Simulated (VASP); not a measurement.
Write the native input for VASP 6.6.1 that does the following.

- Task: single point
- Functional: PBE
- Potentials or basis: VASP PAW PBE potentials, release 64 (Si)
- Cutoff: 520 eV
- k mesh: 10 × 10 × 10
- Occupations: gaussian, width 0.15 eV
- Spin: no spin polarisation
- Dipole correction: no
- Further INCAR settings: ALGO = Fast; EDIFF = 1e-06; NBANDS = 26

The structure of Si lies in POSCAR:

```
Si
1.0
   -3.4796820016      3.4796820016      3.2110505511
    3.4796820016     -3.4796820016      3.2110505511
    3.4796820016      3.4796820016     -3.2110505511
Si
8
Direct
    0.2028545115      0.2028545115      0.2028545115
    0.5000000000      0.0000000000      0.2971454885
    0.2971454885      0.5000000000      0.0000000000
    0.0000000000      0.2971454885      0.5000000000
    0.7971454885      0.7971454885      0.7971454885
    0.5000000000      0.0000000000      0.7028545115
    0.7028545115      0.5000000000      0.0000000000
    0.0000000000      0.7028545115      0.5000000000
```

The input as run:

INCAR

```
SYSTEM = Si
ALGO = Fast
EDIFF = 1E-6
ENCUT = 520
GGA = PE
ISIF = 2
ISMEAR = 0
LASPH = .True.
LCHARG = .False.
LREAL = .False.
LWAVE = .False.
NBANDS = 26
NELM = 100
PREC = Accurate
SIGMA = 0.15
```

KPOINTS

```
k-points
0
Gamma
  10 10 10
  0 0 0
```

Potentials or basis: VASP PAW PBE potentials, release 64 (Si).

Run with:

```console
$ cat potpaw_PBE.64/Si/POTCAR > POTCAR
$ mpirun -np 1 vasp_std > vasp.out
```

Results of the run:

```yaml
Pressure: -4.3 GPa
Largest_force: 0.394 eV/Å
Band_gap_on_the_k_mesh: zero (bands 16 and 17 overlap by 0.11 eV)
```

Caveat: the stress differs along the axes, from -8 to 2 GPa; semilocal functionals underestimate gaps, and a narrow one can read as zero.

Run time: 13 min on 1 thread of Oxide Virtual Turin-like Processor, on a shared host, peak memory 0.59 GiB.
